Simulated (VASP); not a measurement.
# Ti: single point with PBE+D3(BJ)

Crystal: Ti.

```
Ti
1.0
    -1.59683    1.59683    1.59683
     1.59683   -1.59683    1.59683
     1.59683    1.59683   -1.59683
Ti
1
Cartesian
  0.0000 0.0000 0.0000
```

```json
{
  "Program": "VASP 6.6.1",
  "Task": "single point",
  "Functional": "PBE",
  "Dispersion": "D3(BJ)",
  "Potentials or basis": "VASP PAW PBE potentials, release 64 (Ti_sv)",
  "Cutoff": "520 eV",
  "k mesh": "11 × 11 × 11",
  "Occupations": "fermi-dirac, width 0.05 eV",
  "Spin": "no spin polarisation",
  "Dipole correction": "no",
  "Further INCAR settings": "ALGO = Normal; EDIFF = 1e-06; NBANDS = 12"
}
```

```json
{
 "Pressure": "-0.3 GPa",
 "Band gap on the k mesh": "zero (band 6 reaches 9.84 eV, above the bottom of band 7 at 8.12 eV)",
 "Dispersion energy per atom": "-0.643 eV"
}
```

Levels at points of the mesh, in eV from the Fermi level:
```
           k point  band 4  band 5  band 6  band 7  band 8  band 9
(0.00, 0.00, 0.00)  -32.16   -6.08    1.06    1.06    1.06    2.96
```

Run time: 7.7 s on 1 thread of Intel(R) Xeon(R) Platinum 8259CL CPU @ 2.50GHz (Skylake/Cascade Lake), on a shared host, peak memory 0.15 GiB.

Caveat: pairwise dispersion overbinds metals, which lowers pressure and volume.
